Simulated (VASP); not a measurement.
Zn2GeN2, 5 atoms in the cell. The structure is tetragonal, space group I4/mmm (No. 139). The conventional cell has a = 3.981 Å, b = 3.981 Å, c = 8.198 Å, α = 90.00°, β = 90.00°, γ = 90.00°. Zn (site symmetry 4mm) has 4 N at 2.09 Å and 1 Ge at 2.70 Å and 1 Zn at 2.80 Å within 2.9 Å. Within 3.6 Å of Ge (site symmetry 4/mmm) lie 10 Zn at 2.70 to 3.14 Å and 8 N at 2.86 Å. Within 2.9 Å of N (site symmetry -4m2) lie 4 Zn at 2.09 Å and 4 N at 2.81 Å and 4 Ge at 2.86 Å. The cell was generated, and may not be a known phase.

```yaml
Program: VASP 6.6.1
Task: single point
Functional: PBE
Potentials_or_basis: VASP PAW PBE potentials, release 64 (Zn, Ge_d, N)
Cutoff: 520 eV
k_mesh: 6 × 6 × 6
Occupations: gaussian, width 0.1 eV
Spin: no spin polarisation
Dipole_correction: no
Further_INCAR_settings: ALGO = Normal; EDIFF = 1e-06; NBANDS = 32
```

Potentials or basis: VASP PAW PBE potentials, release 64 (Zn, Ge_d, N).

Command:

```bash
$ cat potpaw_PBE.64/Zn/POTCAR potpaw_PBE.64/Ge_d/POTCAR potpaw_PBE.64/N/POTCAR > POTCAR
$ mpirun -np 1 vasp_std > vasp.out
```

Hardware: 1 thread of Oxide Virtual Turin-like Processor (shared host).

Question: Estimate the wall time of this run.

Answer: It took 2.5 min on 1 thread of Oxide Virtual Turin-like Processor (shared host), peak memory 0.23 GiB. Counts: scf iterations 15, k points 30.
